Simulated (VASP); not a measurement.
Write the native input for VASP 6.6.1 that does the following.

```
Task                   : single point
Functional             : PBE
Potentials or basis    : VASP PAW PBE potentials, release 64 (Cd, S)
Cutoff                 : 520 eV
k mesh                 : 7 × 7 × 4
Occupations            : fermi-dirac, width 0.01 eV
Spin                   : no spin polarisation
Dipole correction      : no
Further INCAR settings : ALGO = Normal; EDIFF = 1e-06; NBANDS = 26
```

The structure of CdS lies in POSCAR:

```
CdS
1.0
    4.1347992034      0.0000000000      0.0000000000
   -2.0673996017      3.5808411497      0.0000000000
    0.0000000000      0.0000000000      6.5465300000
Cd S
2 2
Direct
    0.3333333333      0.6666666667      0.0000000000
    0.6666666667      0.3333333333      0.5000000000
    0.3333333333      0.6666666667      0.3850000000
    0.6666666667      0.3333333333      0.8850000000
```

This cell differs from its parent crystal: zz strain of -3 %.

These files were run (other wordings do the same):

INCAR

```
SYSTEM = CdS
PREC = Accurate ; ENCUT = 520
EDIFF = 1E-6 ; ISMEAR = -1
SIGMA = 0.01 ; LREAL = .False.
LASPH = .True. ; NELM = 80
ALGO = Normal ; ISIF = 2
LWAVE = .False. ; LCHARG = .False.
GGA = PE ; NBANDS = 26
```

KPOINTS

```
Automatic mesh
0
Gamma
  7 7 4
  0 0 0
```

Potentials or basis: VASP PAW PBE potentials, release 64 (Cd, S).

Launch:

```bash
$ cat potpaw_PBE.64/Cd/POTCAR potpaw_PBE.64/S/POTCAR > POTCAR
$ mpirun -np 1 vasp_std > vasp.out
```

It gave:

| Property | Result |
| --- | --- |
| Pressure | 4.9 GPa |
| Largest force | 0.045 eV/Å |
| Band gap on the k mesh | 1.30 eV |

Caveat: the cell differs from its parent crystal (zz strain of -3 %); the cell stands under pressure.

It took 76 s on 1 thread of Intel Xeon 8259CL (shared host), peak memory 0.24 GiB.
